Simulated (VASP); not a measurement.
Here is a VASP 6.6.1 calculation.

Contents of INCAR:

```
SYSTEM = PtSe2
PREC = Accurate ; ENCUT = 520
EDIFF = 1E-6 ; ISMEAR = -1
SIGMA = 0.15 ; LREAL = .False.
LASPH = .True. ; NELM = 60
ALGO = Normal ; ISIF = 2
LWAVE = .False. ; LCHARG = .False.
GGA = PE ; IVDW = 12
NBANDS = 18
```

Contents of KPOINTS:

```
regular mesh
0
Gamma
  12 12 10
  0 0 0
```

POSCAR

```
PtSe2
1.0
    3.6287070825      0.0000000000      0.0000000000
   -1.8143535412      3.1425525163      0.0000000000
    0.0000000000      0.0000000000      4.1827324235
Pt Se
1 2
Direct
    0.0000000000      0.0000000000      0.0000000000
    0.3333333333      0.6666666667      0.2946716610
    0.6666666667      0.3333333333      0.7053283390
```

Potentials or basis: VASP PAW PBE potentials, release 64 (Pt, Se).

Launch:

```bash
$ cat potpaw_PBE.64/Pt/POTCAR potpaw_PBE.64/Se/POTCAR > POTCAR
$ mpirun -np 1 vasp_std > vasp.out
```

(1) Estimate the pressure.

(2) Predict the band gap on the k mesh.

Answers

(1) 30.2 GPa.

(2) zero (bands 11 and 12 overlap by 0.86 eV).

Caveat: the cell stands under pressure; spin-orbit coupling is left out, which moves the levels of the heavy elements.
